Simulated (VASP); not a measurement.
# Li in VASP: single point with PBEsol+D3(BJ)

Aim: the single point of Li with PBEsol+D3(BJ).

Program: VASP 6.6.1. These are calculated values, not measurements. Logs are shortened: lines on timing, memory, paths and dates and some standing lists are left out, and cuts for length are marked.

**1. The cell of the first run**

The cell holds a slab with vacuum, 2 atoms: a = 3.150 Å, b = 3.150 Å, c = 15.230 Å, α = 90.00°, β = 90.00°, γ = 120.00°.

**2. Single point, PBEsol+D3(BJ)**

Contents of INCAR:

```
SYSTEM = Li
ALGO = Normal ; EDIFF = 1E-6
ENCUT = 520 ; GGA = PS
ISIF = 2 ; ISMEAR = 0
IVDW = 12 ; LASPH = .TRUE.
LCHARG = .TRUE. ; LELF = .TRUE.
LREAL = .FALSE. ; LVHAR = .TRUE.
LWAVE = .FALSE. ; NBANDS = 10
NELM = 80 ; PREC = Accurate
SIGMA = 0.1
```

Contents of KPOINTS:

```
k-points
0
G
  8 8 2
  0 0 0
```

Contents of POSCAR:

```
Li
1.0
    3.1499460000      0.0000000000      0.0000000000
   -1.5749730000      2.7279330000      0.0000000000
    0.0000000000      0.0000000000     15.2298970000
Li
2
Direct
    0.3333333333      0.6666666667      0.5824830000
    0.6666666667      0.3333333333      0.4175170000
```

Potentials or basis: VASP PAW PBE potentials, release 64 (Li_sv).

Launch:

```console
$ cat potpaw_PBE.64/Li_sv/POTCAR > POTCAR
$ mpirun -np 1 vasp_std > vasp.out
```

OUTCAR:

```text
SYSTEM = Li
   EDIFF = 1E-6
   ENCUT = 520
   GGA = PS
   ISIF = 2
   ISMEAR = 0
   IVDW = 12
   LASPH = .TRUE.
   LREAL = .FALSE.
   NELM = 80
   PREC = Accurate
 IVDW          = 12

 ion  position               nearest neighbor table
   1  0.333  0.667  0.582-
   2  0.667  0.333  0.418-

  LATTYP: Found a hexagonal cell.
 ALAT       =     3.1499460000
 C/A-ratio  =     4.8349708217

  Lattice vectors:

 A1 = (   3.1499460000,   0.0000000000,   0.0000000000)
 A2 = (  -1.5749730000,   2.7279330000,   0.0000000000)
 A3 = (   0.0000000000,   0.0000000000,  15.2298970000)

Analysis of symmetry for initial positions (statically):
=====================================================================
 Subroutine PRICEL returns:
 Original cell was already a primitive cell.

 Routine SETGRP: Setting up the symmetry group for a
 hexagonal supercell.

 Subroutine GETGRP returns: Found 12 space group operations
 (whereof 12 operations were pure point group operations)
 out of a pool of 24 trial point group operations.

The static configuration has the point symmetry D_3d.

Analysis of symmetry for dynamics (positions and initial velocities):
=====================================================================
 Subroutine PRICEL returns:
 Original cell was already a primitive cell.

 Routine SETGRP: Setting up the symmetry group for a
 hexagonal supercell.

 Subroutine GETGRP returns: Found 12 space group operations
 (whereof 12 operations were pure point group operations)
 out of a pool of 24 trial point group operations.

The dynamic configuration has the point symmetry D_3d.

 Subroutine INISYM returns: Found 12 space group operations
 (whereof 12 operations are pure point group operations),
 and found     1 'primitive' translations

----------------------------------------------------------------------------------------

                                     Primitive cell

  volume of cell :     130.8681

  direct lattice vectors                    reciprocal lattice vectors
     3.149946000  0.000000000  0.000000000     0.317465760  0.183288959  0.000000000
    -1.574973000  2.727933000  0.000000000     0.000000000  0.366577918  0.000000000
     0.000000000  0.000000000 15.229897000     0.000000000  0.000000000  0.065660326

  length of vectors
     3.149946000  3.149945778 15.229897000     0.366577892  0.366577918  0.065660326

  position of ions in fractional coordinates (direct lattice)
     0.333333333  0.666666667  0.582483000
     0.666666667  0.333333333  0.417517000

[... 78 lines left out ...]
   ISYM   =      2    0-nonsym 1-usesym 2-fastsym
   POTIM  = 0.5000    time-step for ionic-motion
   TEBEG  =    0.0;   TEEND  =   0.0 temperature during run
   PSTRESS=    0.0 pullay stress
   NELECT =       6.0000    total number of electrons
   NUPDOWN=      -1.0000    fix difference up-down
   EMIN   =  10.00;   EMAX   =-10.00  energy-range for DOS
   EFERMI =   0.00;   METHOD = LEGACY
   ISMEAR =     0;   SIGMA  =   0.10  broadening in eV -4-tet -1-fermi 0-gaus
   EFERMI_NEDOS =   21; number of points for ismear=-14 and -15
   IALGO  =     38    algorithm
   IMIX   =      4    mixing-type and parameters
     AMIX     =   0.40;   BMIX     =  1.00
     AMIX_MAG =   1.60;   BMIX_MAG =  1.00
  volume/ion in A,a.u.               =      65.43       441.57
  Fermi-wavevector in a.u.,A,eV,Ry     =   0.585932  1.107251  4.671104  0.343316
  Thomas-Fermi vector in A             =   1.632216
   LORBIT       =      0    0 simple, 1 ext, 2 COOP (PROOUT), +10 PAW based schemes
   GGA     = PS    functional components
   LHFCALC =     F    Hartree Fock is set to
   AEXX    =    0.0000 exact exchange contribution
   IVDW    =    12    specifies the selected vdW correction
   LEPSILON=     F    determine dielectric tensor
   LRPA    =     F    only Hartree local field effects (RPA)
 non-spin polarized calculation
 Gauss-broadening in eV      SIGMA  =   0.10
  energy-cutoff  :      520.00
  volume of cell :      130.87
 maximum number of plane-waves:      3548
 NGX is ok and might be reduce to    24
   NGX = 11   NGY = 11   NGZ = 57

 number of electron       6.0000004 magnetization

 Free energy of the ion-electron system (eV)
  ---------------------------------------------------
  ext. energy  EPLUGINS =         0.00000000
  ---------------------------------------------------
  free energy    TOTEN  =        -3.35663625 eV

  energy without entropy =       -3.34388418  energy(sigma->0) =       -3.35026021

 E-fermi :  -2.0317     XC(G=0):  -3.3049

 val. band max:       -2.1161937357   @ k =   0.2500  -0.0000   0.0000
 cond. band min:      -1.9852812654   @ k =   0.3750   0.1250   0.0000
 fundamental gap:      0.1309124704
 Fermi energy:        -2.0316697532

 k-point     1 :       0.0000    0.0000    0.0000
  band No.  band energies     occupation
      1     -48.4512      2.00000
      2     -48.4433      2.00000
      3      -4.9934      2.00000
      4      -3.0858      2.00000
      5      -1.6735      0.00000
      6       1.2215      0.00000
      7       1.2290      0.00000
      8       3.6605      0.00000
      9       3.9174      0.00000
     10       7.6270      0.00000
[... 235 lines left out ...]
 k-point    20 :       0.3750    0.2500    0.5000
  band No.  band energies     occupation
      1     -48.4381      2.00000
      2     -48.4371      2.00000
      3      -0.8290      0.00000
      4      -0.2473      0.00000
      5       1.1067      0.00000
      6       1.7508      0.00000
      7       3.8312      0.00000
      8       3.8485      0.00000
      9       4.5884      0.00000
     10       4.9627      0.00000

------------------------ aborting loop because EDIFF is reached ----------------------------------------

 Edisp (eV)   -0.14615

 E8    (eV) :    -0.0967

  FORCE on cell =-STRESS in cart. coord.  units (eV):
  Direction    XX          YY          ZZ          XY          YZ          ZX
  --------------------------------------------------------------------------------------
  -------------------------------------------------------------------------------------
  Total      -0.34251    -0.34251    -0.30912     0.00000     0.00000    -0.00000
  in kB      -4.19326    -4.19326    -3.78445     0.00000     0.00000    -0.00000
  external pressure =       -4.06 kB  Pullay stress =        0.00 kB

 VOLUME and BASIS-vectors are now :
 -----------------------------------------------------------------------------
  energy-cutoff  :      520.00
  volume of cell :      130.87
      direct lattice vectors                 reciprocal lattice vectors
     3.149946000  0.000000000  0.000000000     0.317465760  0.183288959  0.000000000
    -1.574973000  2.727933000  0.000000000     0.000000000  0.366577918  0.000000000
     0.000000000  0.000000000 15.229897000     0.000000000  0.000000000  0.065660326

 POSITION                                       TOTAL-FORCE (eV/Angst)
 -----------------------------------------------------------------------------------
     -0.00000      1.81862      8.87116        -0.000000      0.000000     -0.106376
      1.57497      0.90931      6.35874         0.000000      0.000000      0.106376
 -----------------------------------------------------------------------------------
    total drift:                                0.000000      0.000000      0.000000

  FREE ENERGIE OF THE ION-ELECTRON SYSTEM (eV)
  ---------------------------------------------------
  free  energy   TOTEN  =        -3.5027858203 eV

  energy  without entropy=       -3.4900337457  energy(sigma->0) =       -3.49640978
```

stdout:

```text
POSCAR found type information on POSCAR Li
 POSCAR found :  1 types and       2 ions
 scaLAPACK will be used
 -----------------------------------------------------------------------------
|                                                                             |
|                                                                             |
|     You enforced a specific xc type in the INCAR file but a different       |
|     I HOPE YOU KNOW WHAT YOU ARE DOING!                                     |
|                                                                             |
 -----------------------------------------------------------------------------

 LDA part: xc-table for (Slater+PW92), standard interpolation
 POSCAR, INCAR and KPOINTS ok, starting setup
 FFT: planning ... GRIDC
 FFT: planning ... GRID_SOFT
 FFT: planning ... GRID
 WAVECAR not read
 entering main loop
```

It took 27 s on 1 thread of Intel Xeon Platinum 8259CL at 2.50GHz (Skylake/Cascade Lake), shared host; peak memory 0.23 GiB.

What came out:

| Item | Value |
| --- | --- |
| Free energy | -3.5028 eV |
| Largest force | 0.106 eV/Å |
| Band gap on the k mesh | zero (bands 3 and 4 overlap by 2.26 eV) |
| Dispersion energy per atom | -0.073 eV |

Forces in eV/Å, atoms in the order of the input:
```
Li   0.000  0.000 -0.106
Li   0.000  0.000  0.106
```

Levels at points of the mesh, in eV from the Fermi level:
| k point | band 1 | band 2 | band 3 | band 4 | band 5 | band 6 | band 7 |
| --- | --- | --- | --- | --- | --- | --- | --- |
| (0.00, 0.00, 0.00) | -46.42 | -46.41 | -2.96 | -1.05 | 0.36 | 3.25 | 3.26 |
| (0.50, 0.00, 0.00) | -46.41 | -46.41 | 0.30 | 1.01 | 3.59 | 4.06 | 5.00 |
| (0.00, 0.00, 0.50) | -46.42 | -46.41 | -2.96 | -1.05 | 0.36 | 2.88 | 4.06 |
| (0.50, 0.00, 0.50) | -46.41 | -46.41 | 0.30 | 1.01 | 3.59 | 4.05 | 5.01 |

Caveat: the cutoff is under 1.25 times the usual one of these potentials, so pressure, stress and relaxed cells hold a basis-set (Pulay) error; the PAW data sets were made with another functional, which shifts forces and pressure a little.
